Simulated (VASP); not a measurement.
# ZnInGaO4 (pbesol) (R3m) in VASP: further runs

ZnInGaO4 (pbesol) is run at these levels: PBEsol; tasks: single point.

All numbers are computed with VASP 6.6.1; they aren't measurements. Logs are shortened: lines on timing, memory, paths and dates and some standing lists are left out, and cuts for length are marked.

**1. The cell of the first run**

The structure is trigonal, space group R3m (No. 160). Conventional cell: a = 3.361 Å, b = 3.361 Å, c = 26.140 Å, α = 90.00°, β = 90.00°, γ = 120.00°. Zn (site symmetry 3m) has 5 O at 2.01 to 2.53 Å within 2.7 Å. Within 2.9 Å of In (site symmetry 3m) lie 6 O at 2.22 to 2.23 Å. Ga (site symmetry 3m) has 5 O at 1.94 to 2.00 Å within 2.6 Å. Within 2.7 Å of O (site symmetry 3m) lie 1 Zn at 2.01 Å and 3 In at 2.22 Å. O (site symmetry 3m) has 1 Ga at 1.98 Å and 3 In at 2.23 Å within 2.6 Å. O (site symmetry 3m) has 3 Ga at 1.94 Å and 1 Zn at 2.53 Å within 2.6 Å. O (site symmetry 3m) has 1 Ga at 2.00 Å and 3 Zn at 2.02 Å within 2.7 Å.

**2. Single point, PBEsol**

The input, INCAR:

```
  PREC = Accurate
  ENCUT = 520
  EDIFF = 1E-7
  ISMEAR = 0
  SIGMA = 0.1
  LREAL = False
  LASPH = True
  NELM = 60
  ALGO = Normal
  ISIF = 2
  LWAVE = False
  LCHARG = False
  GGA = PS
  NBANDS = 40
```

The input, KPOINTS:

```
regular mesh
0
Gamma
  6 6 6
```

The input, POSCAR:

```
ZnInGaO4
1.0
    1.6803268679      0.9701371695      8.7134054620
   -1.6803268679      0.9701371695      8.7134054620
    0.0000000000     -1.9402743390      8.7134054620
Zn In Ga O
1 1 1 4
Direct
    0.2183820000      0.2183820000      0.2183820000
    0.0027680000      0.0027680000      0.0027680000
    0.7870340000      0.7870340000      0.7870340000
    0.2951430000      0.2951430000      0.2951430000
    0.7113580000      0.7113580000      0.7113580000
    0.1217170000      0.1217170000      0.1217170000
    0.8635990000      0.8635990000      0.8635990000
```

Potentials or basis: VASP PAW PBE potentials, release 64 (Zn, In_d, Ga_d, O).

On the command line:

```console
> cat potpaw_PBE.64/Zn/POTCAR potpaw_PBE.64/In_d/POTCAR potpaw_PBE.64/Ga_d/POTCAR potpaw_PBE.64/O/POTCAR > POTCAR
> mpirun -np 1 vasp_std > vasp.out
```

OUTCAR:

```text
PREC = Accurate
   ENCUT = 520
   EDIFF = 1E-7
   ISMEAR = 0
   LREAL = False
   LASPH = True
   NELM = 60
   ISIF = 2
   GGA = PS

 ion  position               nearest neighbor table
   1  0.218  0.218  0.218-   4 2.01   7 2.02   7 2.02   7 2.02
   2  0.003  0.003  0.003-   4 2.22   4 2.22   4 2.22   5 2.23   5 2.23   5 2.23
   3  0.787  0.787  0.787-   6 1.94   6 1.94   6 1.94   5 1.98   7 2.00
   4  0.295  0.295  0.295-   1 2.01   2 2.22   2 2.22   2 2.22
   5  0.711  0.711  0.711-   3 1.98   2 2.23   2 2.23   2 2.23
   6  0.122  0.122  0.122-   3 1.94   3 1.94   3 1.94
   7  0.864  0.864  0.864-   3 2.00   1 2.02   1 2.02   1 2.02

  LATTYP: Found a trigonal (rhomboedric) cell.
 ALAT       =     8.9268191007
 COS(alpha) =     0.9291362598

  Lattice vectors:

 A1 = (   1.6803268679,   0.9701371695,   8.7134054620)
 A2 = (  -1.6803268679,   0.9701371695,   8.7134054620)
 A3 = (   0.0000000000,  -1.9402743390,   8.7134054620)

Analysis of symmetry for initial positions (statically):
=====================================================================
 Subroutine PRICEL returns:
 Original cell was already a primitive cell.

 Routine SETGRP: Setting up the symmetry group for a
 trigonal (rhombohedral) supercell.

 Subroutine GETGRP returns: Found  6 space group operations
 (whereof  6 operations were pure point group operations)
 out of a pool of 12 trial point group operations.

The static configuration has the point symmetry C_3v.

Analysis of symmetry for dynamics (positions and initial velocities):
=====================================================================
 Subroutine PRICEL returns:
 Original cell was already a primitive cell.

 Routine SETGRP: Setting up the symmetry group for a
 trigonal (rhombohedral) supercell.

 Subroutine GETGRP returns: Found  6 space group operations
 (whereof  6 operations were pure point group operations)
 out of a pool of 12 trial point group operations.

The dynamic configuration has the point symmetry C_3v.

 Subroutine INISYM returns: Found  6 space group operations
 (whereof  6 operations are pure point group operations),
 and found     1 'primitive' translations

----------------------------------------------------------------------------------------

                                     Primitive cell

  volume of cell :      85.2248

  direct lattice vectors                    reciprocal lattice vectors
     1.680326868  0.970137169  8.713405462     0.297561153  0.171797012  0.038255230
    -1.680326868  0.970137169  8.713405462    -0.297561153  0.171797012  0.038255230
     0.000000000 -1.940274339  8.713405462     0.000000000 -0.343594023  0.038255230

  length of vectors
     8.926819101  8.926819101  8.926819101     0.345717103  0.345717103  0.345717103

  position of ions in fractional coordinates (direct lattice)
     0.218382000  0.218382000  0.218382000
     0.002768000  0.002768000  0.002768000
     0.787034000  0.787034000  0.787034000
     0.295143000  0.295143000  0.295143000
     0.711358000  0.711358000  0.711358000
     0.121717000  0.121717000  0.121717000
     0.863599000  0.863599000  0.863599000

  ion indices of the primitive-cell ions
   primitive index   ion index
                 1           1
                 2           2
                 3           3
                 4           4
                 5           5
                 6           6
                 7           7

----------------------------------------------------------------------------------------

 KPOINTS: regular mesh

Automatic generation of k-mesh.
 Grid dimensions read from file:
 generate k-points for:    6    6    6

 Generating k-lattice:

  Cartesian coordinates                     Fractional coordinates (reciprocal lattice)
     0.049593525  0.028632835  0.006375872     0.166666667  0.000000000  0.000000000
    -0.049593525  0.028632835  0.006375872     0.000000000  0.166666667  0.000000000
     0.000000000 -0.057265671  0.006375872     0.000000000  0.000000000  0.166666667

  Length of vectors
     0.057619517  0.057619517  0.057619517

  Shift w.r.t. Gamma in fractional coordinates (k-lattice)
     0.000000000  0.000000000  0.000000000

 Subroutine IBZKPT returns following result:
 ===========================================

 Found     32 irreducible k-points:

 Following reciprocal coordinates:
            Coordinates               Weight
  0.000000  0.000000  0.000000      1.000000
  0.166667  0.000000  0.000000      6.000000
  0.333333 -0.000000 -0.000000      6.000000
  0.500000  0.000000 -0.000000      3.000000
  0.166667  0.166667  0.000000      6.000000
  0.333333  0.166667 -0.000000     12.000000
[... 16 lines left out ...]
  0.500000  0.500000  0.166667      6.000000
 -0.333333  0.500000  0.166667     12.000000
 [... further k-points ...]
   k-points           NKPTS =     32   k-points in BZ     NKDIM =     32   number of bands    NBANDS=     40
   number of dos      NEDOS =    301   number of ions     NIONS =      7
   total plane-waves  NPLWV = 343000
   dimension x,y,z NGX =    70 NGY =   70 NGZ =   70
   dimension x,y,z NGXF=   140 NGYF=  140 NGZF=  140
   ions per type =               1   1   1   4
   NGX,Y,Z   is equivalent  to a cutoff of  13.04, 13.04, 13.04 a.u.
   NGXF,Y,Z  is equivalent  to a cutoff of  26.07, 26.07, 26.07 a.u.
 SYSTEM =  unknown system
   PREC   = accura    normal or accurate (medium, high low for compatibility)
   ISTART =      0    job   : 0-new  1-cont  2-samecut
   ICHARG =      2    charge: 1-file 2-atom 10-const
   ISPIN  =      1    spin polarized calculation?
   LNONCOLLINEAR =      F non collinear calculations
   LSORBIT =      F    spin-orbit coupling
   LASPH  =      T    aspherical Exc in radial PAW
   ENCUT  =  520.0 eV  38.22 Ry    6.18 a.u.  16.60 16.60 16.60*2*pi/ulx,y,z
   NELM   =     60;   NELMIN=  2; NELMDL= -5     # of ELM steps
   EDIFF  = 0.1E-06   stopping-criterion for ELM
   LREAL  =      F    real-space projection
   EDIFFG = 0.1E-05   stopping-criterion for IOM
   NSW    =      0    number of steps for IOM
   IBRION =     -1    ionic relax: 0-MD 1-quasi-New 2-CG
   NFREE  =      0    steps in history (QN), initial steepest desc. (CG)
   ISIF   =      2    stress and relaxation
   ISYM   =      2    0-nonsym 1-usesym 2-fastsym
   POTIM  = 0.5000    time-step for ionic-motion
   TEBEG  =    0.0;   TEEND  =   0.0 temperature during run
   PSTRESS=    0.0 pullay stress
   NELECT =      62.0000    total number of electrons
   NUPDOWN=      -1.0000    fix difference up-down
   EMIN   =  10.00;   EMAX   =-10.00  energy-range for DOS
   EFERMI =   0.00;   METHOD = LEGACY
   ISMEAR =     0;   SIGMA  =   0.10  broadening in eV -4-tet -1-fermi 0-gaus
   EFERMI_NEDOS =   21; number of points for ismear=-14 and -15
   IALGO  =     38    algorithm
   IMIX   =      4    mixing-type and parameters
     AMIX     =   0.40;   BMIX     =  1.00
     AMIX_MAG =   1.60;   BMIX_MAG =  1.00
  volume/ion in A,a.u.               =      12.17        82.16
  Fermi-wavevector in a.u.,A,eV,Ry     =   1.472369  2.782374 29.495673  2.167871
  Thomas-Fermi vector in A             =   2.587392
   LORBIT       =      0    0 simple, 1 ext, 2 COOP (PROOUT), +10 PAW based schemes
   GGA     = PS    functional components
   LHFCALC =     F    Hartree Fock is set to
   AEXX    =    0.0000 exact exchange contribution
   IVDW    =     0    specifies the selected vdW correction
   LEPSILON=     F    determine dielectric tensor
   LRPA    =     F    only Hartree local field effects (RPA)
 non-spin polarized calculation
 Gauss-broadening in eV      SIGMA  =   0.10
  energy-cutoff  :      520.00
  volume of cell :       85.22
 maximum number of plane-waves:      2312
 NGX is ok and might be reduce to    70
   NGX = 33   NGY = 33   NGZ = 33

 number of electron      62.0000002 magnetization

 Free energy of the ion-electron system (eV)
  ---------------------------------------------------
  ext. energy  EPLUGINS =         0.00000000
  ---------------------------------------------------
  free energy    TOTEN  =       -40.56087548 eV

  energy without entropy =      -40.56087548  energy(sigma->0) =      -40.56087548

 E-fermi :   3.9147     XC(G=0): -11.2831

 val. band max:        3.4199787411   @ k =   0.0000   0.0000   0.0000
 cond. band min:       4.3802468199   @ k =   0.0000   0.0000   0.0000
 fundamental gap:      0.9602680788
 Fermi energy:         3.9147112178

 k-point     1 :       0.0000    0.0000    0.0000
  band No.  band energies     occupation
      1     -14.9972      2.00000
      2     -14.0975      2.00000
      3     -13.5121      2.00000
      4     -13.1022      2.00000
      5      -9.8756      2.00000
      6      -9.8756      2.00000
[... 32 lines left out ...]
     39      15.3090      0.00000
     40      15.3091      0.00000

 k-point     2 :       0.1667    0.0000    0.0000
  band No.  band energies     occupation
      1     -14.8355      2.00000
      2     -13.9595      2.00000
      3     -13.4563      2.00000
      4     -13.2081      2.00000
      5      -9.8260      2.00000
      6      -9.8216      2.00000
[... 32 lines left out ...]
     39      14.3718      0.00000
     40      14.8160      0.00000

 k-point     3 :       0.3333   -0.0000   -0.0000
  band No.  band energies     occupation
      1     -14.4841      2.00000
      2     -13.7354      2.00000
      3     -13.4149      2.00000
      4     -13.2679      2.00000
      5      -9.7091      2.00000
      6      -9.6498      2.00000
[... 32 lines left out ...]
     39      14.5108      0.00000
     40      15.3049      0.00000

 k-point     4 :       0.5000    0.0000   -0.0000
  band No.  band energies     occupation
      1     -14.2841      2.00000
      2     -13.7472      2.00000
      3     -13.3347      2.00000
      4     -13.2286      2.00000
      5      -9.6504      2.00000
      6      -9.5822      2.00000
[... 32 lines left out ...]
     39      14.4194      0.00000
     40      14.8940      0.00000
[... 772 lines left out ...]
     39      14.0335      0.00000
     40      14.4031      0.00000

 k-point    23 :       0.5000    0.5000    0.1667
  band No.  band energies     occupation
      1     -14.4793      2.00000
      2     -13.7400      2.00000
      3     -13.4525      2.00000
      4     -13.2298      2.00000
      5      -9.7091      2.00000
      6      -9.6506      2.00000
[... 32 lines left out ...]
     39      14.1598      0.00000
     40      15.3262      0.00000

 k-point    24 :      -0.3333    0.5000    0.1667
  band No.  band energies     occupation
      1     -14.2860      2.00000
      2     -13.6943      2.00000
      3     -13.4214      2.00000
      4     -13.2121      2.00000
      5      -9.6769      2.00000
      6      -9.5715      2.00000
[... 32 lines left out ...]
     39      13.6590      0.00000
     40      14.2742      0.00000

 [... further k-points ...]

------------------------ aborting loop because EDIFF is reached ----------------------------------------

  FORCE on cell =-STRESS in cart. coord.  units (eV):
  Direction    XX          YY          ZZ          XY          YZ          ZX
  --------------------------------------------------------------------------------------
  -------------------------------------------------------------------------------------
  Total       -3.2489066     -3.2489066     -3.3013217      0.0000000      0.0000000      0.0000000
  in kB      -61.0775657    -61.0775657    -62.0629393      0.0000000      0.0000000      0.0000000
  external PRESSURE =     -61.4060236 kB  Pullay stress =       0.0000000 kB

 VOLUME and BASIS-vectors are now :
 -----------------------------------------------------------------------------
  energy-cutoff  :      520.00
  volume of cell :       85.22
      direct lattice vectors                 reciprocal lattice vectors
     1.680326868  0.970137169  8.713405462     0.297561153  0.171797012  0.038255230
    -1.680326868  0.970137169  8.713405462    -0.297561153  0.171797012  0.038255230
     0.000000000 -1.940274339  8.713405462     0.000000000 -0.343594023  0.038255230

 POSITION                                       TOTAL-FORCE (eV/Angst)
 -----------------------------------------------------------------------------------
      0.00000      0.00000      5.70855         0.000000      0.000000      0.014442
      0.00000      0.00000      0.07236         0.000000     -0.000000      0.056163
      0.00000      0.00000     20.57324         0.000000      0.000000      0.031779
      0.00000      0.00000      7.71510         0.000000      0.000000      0.061571
      0.00000      0.00000     18.59505         0.000000     -0.000000     -0.058012
      0.00000      0.00000      3.18171         0.000000      0.000000     -0.046939
      0.00000      0.00000     22.57466         0.000000     -0.000000     -0.059004
 -----------------------------------------------------------------------------------
    total drift:                               -0.000000      0.000000      0.000888

  FREE ENERGIE OF THE ION-ELECTRON SYSTEM (eV)
  ---------------------------------------------------
  free  energy   TOTEN  =       -40.5608754817 eV

  energy  without entropy=      -40.5608754817  energy(sigma->0) =      -40.56087548
```

Wall time 8.3 min (1 thread of Intel Xeon 6975P-C (Granite Rapids), shared host); peak memory 0.74 GiB.

Results:

```
Free energy            : -40.5609 eV
Pressure               : -6.1 GPa
Largest force          : 0.062 eV/Å
Band gap on the k mesh : 0.96 eV, direct
```

Forces in eV/Å, atoms in the order of the input:
```
Zn   0.000  0.000  0.014
In   0.000  0.000  0.056
Ga   0.000  0.000  0.032
O    0.000  0.000  0.062
O    0.000  0.000 -0.058
O    0.000  0.000 -0.047
O    0.000  0.000 -0.059
```

Stress tensor (GPa, compression positive):
```
-6.11  0.00  0.00
 0.00 -6.11  0.00
 0.00  0.00 -6.21
```

Levels at points of the mesh, in eV from the valence-band top:
```tsv
k point	band 27	band 28	band 29	band 30	band 31	band 32	band 33	band 34	band 35	band 36
(0.00, 0.00, 0.00)	-0.77	-0.77	-0.53	0.00	0.00	0.96	4.12	4.78	5.58	9.93
(0.50, 0.00, 0.00)	-2.17	-1.11	-1.08	-0.52	-0.26	4.98	5.65	6.34	6.98	8.19
(0.50, 0.50, 0.00)	-1.51	-1.26	-1.09	-0.79	-0.45	5.08	5.51	6.34	7.08	8.30
(0.50, 0.50, 0.50)	-1.28	-0.79	-0.79	0.00	0.00	2.37	2.73	5.03	5.86	9.94
```

Caveat: the PAW data sets were made with another functional, which shifts forces and pressure a little; spin-orbit coupling is left out, which moves the levels of the heavy elements.

**3. Single point, PBEsol**

This run uses another cell than the first one, of 11.67 Å³/atom, 0.958 times its volume.

The input, INCAR:

```
ALGO = Normal ; EDIFF = 1E-6
ENCUT = 520 ; GGA = PS
ISIF = 2 ; ISMEAR = 0
LASPH = True ; LCHARG = False
LREAL = False ; LWAVE = False
NBANDS = 40 ; NELM = 60
PREC = Accurate ; SIGMA = 0.02
```

The input, KPOINTS:

```
k-points
0
Gamma
  9 9 9
```

The input, POSCAR:

```
ZnInGaO4
1.0
    1.6574366253      0.9569214818      8.5837177132
   -1.6574366253      0.9569214818      8.5837177132
    0.0000000000     -1.9138429636      8.5837177132
Zn In Ga O
1 1 1 4
Direct
    0.2186873099      0.2186873099      0.2186873099
    0.0029409034      0.0029409034      0.0029409034
    0.7871388376      0.7871388376      0.7871388376
    0.2950867759      0.2950867759      0.2950867759
    0.7112418396      0.7112418396      0.7112418396
    0.1211715673      0.1211715673      0.1211715673
    0.8637337665      0.8637337665      0.8637337665
```

Potentials or basis: VASP PAW PBE potentials, release 64 (Zn, In_d, Ga_d, O).

On the command line:

```console
> cat potpaw_PBE.64/Zn/POTCAR potpaw_PBE.64/In_d/POTCAR potpaw_PBE.64/Ga_d/POTCAR potpaw_PBE.64/O/POTCAR > POTCAR
> mpirun -np 1 vasp_std > vasp.out
```

Wall time 18 min (1 thread of Intel Xeon 6975P-C (Granite Rapids), shared host); peak memory 0.83 GiB.

Results (log left out):

| Item | Value |
| --- | --- |
| Free energy | -40.6223 eV |
| Pressure | 0.6 GPa |
| Largest force | 0.019 eV/Å |
| Band gap on the k mesh | 1.16 eV, direct |

Forces in eV/Å, atoms in the order of the input:
```
Zn   0.000  0.000  0.005
In   0.000  0.000 -0.003
Ga   0.000  0.000 -0.010
O    0.000  0.000  0.016
O    0.000  0.000  0.017
O    0.000  0.000 -0.006
O    0.000  0.000 -0.019
```

Stress tensor (GPa, compression positive):
```
0.57 0.00 0.00
0.00 0.57 0.00
0.00 0.00 0.65
```

Levels at points of the mesh, in eV from the valence-band top:
```csv
k point,band 29,band 30,band 31,band 32,band 33,band 34
"(0.00, 0.00, 0.00)",-0.57,0.00,0.00,1.16,4.35,4.96
```

Caveat: the PAW data sets were made with another functional, which shifts forces and pressure a little; spin-orbit coupling is left out, which moves the levels of the heavy elements. A k mesh can miss the band edges.
